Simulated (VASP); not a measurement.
# ZrC (lda): single point with LDA

Crystal: ZrC (lda).

```
Zr C
1.0
     0.00000    2.32106    2.32106
     2.32106    0.00000    2.32106
     2.32106    2.32106    0.00000
Zr C
1 1
Direct
  0.50000 0.50000 0.50000
  0.00000 0.00000 0.00000
```

```
Program             : VASP 6.6.1
Task                : single point
Functional          : LDA
Potentials or basis : VASP PAW LDA potentials, release 64 (Zr_sv, C)
Cutoff              : 600 eV
k mesh              : 16 × 16 × 16
Occupations         : gaussian, width 0.1 eV
Spin                : no spin polarisation
```

```yaml
Pressure: 0.4 GPa
Band_gap_on_the_k_mesh: zero (band 8 reaches 10.84 eV, above the bottom of band 9 at 9.51 eV)
```

Levels at points of the mesh, in eV from the Fermi level:
| k point | band 5 | band 6 | band 7 | band 8 | band 9 | band 10 | band 11 | band 12 |
| --- | --- | --- | --- | --- | --- | --- | --- | --- |
| (0.00, 0.00, 0.00) | -11.27 | 0.97 | 0.97 | 0.97 | 1.06 | 1.06 | 1.06 | 2.92 |
| (0.50, 0.00, 0.00) | -7.93 | -5.44 | -3.05 | -3.05 | 4.68 | 4.68 | 5.54 | 6.74 |
| (0.50, 0.50, 0.00) | -10.12 | -1.94 | -1.92 | 0.13 | 0.13 | 4.67 | 5.92 | 5.92 |

It took 58 s on 1 thread of Intel(R) Xeon(R) Platinum 8375C CPU @ 2.90GHz (Ice Lake), on a shared host, peak memory 0.19 GiB.
